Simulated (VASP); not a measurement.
Runs of VASP 6.6.1 on TaN. The structure is that of space group P-6m2 (No. 187), or close to it. The cells are those of the table. 

```csv
task,level,cell,gap on the mesh (eV),pressure (GPa),moment (μB)
electric field gradients,PBEsol,"a = 2.938, b = 2.938, c = 2.883 Å, angles 90.0, 90.0, 120.0°, 2 atoms",none,(a),0.00
electric field gradients,r2SCAN,"a = 2.938, b = 2.938, c = 2.883 Å, angles 90.0, 90.0, 120.0°, 2 atoms",none,1.4,0.00
single point,PBE,"a = 2.996, b = 2.996, c = 2.940 Å, angles 90.0, 90.0, 120.0°, 2 atoms",none,-13.2,0.00
single point,PBE,"a = 2.977, b = 2.977, c = 2.921 Å, angles 90.0, 90.0, 120.0°, 2 atoms",none,-7.7,0.00
```

Alike in all rows: potentials or basis VASP PAW PBE potentials, release 64 (Ta_pv, N); spin collinear, ferromagnetic start; k mesh 18 × 18 × 16; cutoff (eV) 520; smearing fermi-dirac 0.05 eV.

Problem. Fill in the values left out.

Solution. (a) -4.1.

Caveats: spin-orbit coupling is left out, which moves the levels of the heavy elements; the PAW data sets were made with another functional, which shifts forces and pressure a little (some runs).

A k mesh can miss the band edges, and the runs leave out spin-orbit coupling on Ta.

A gap of «none» marks levels without a gap at the run's occupations.
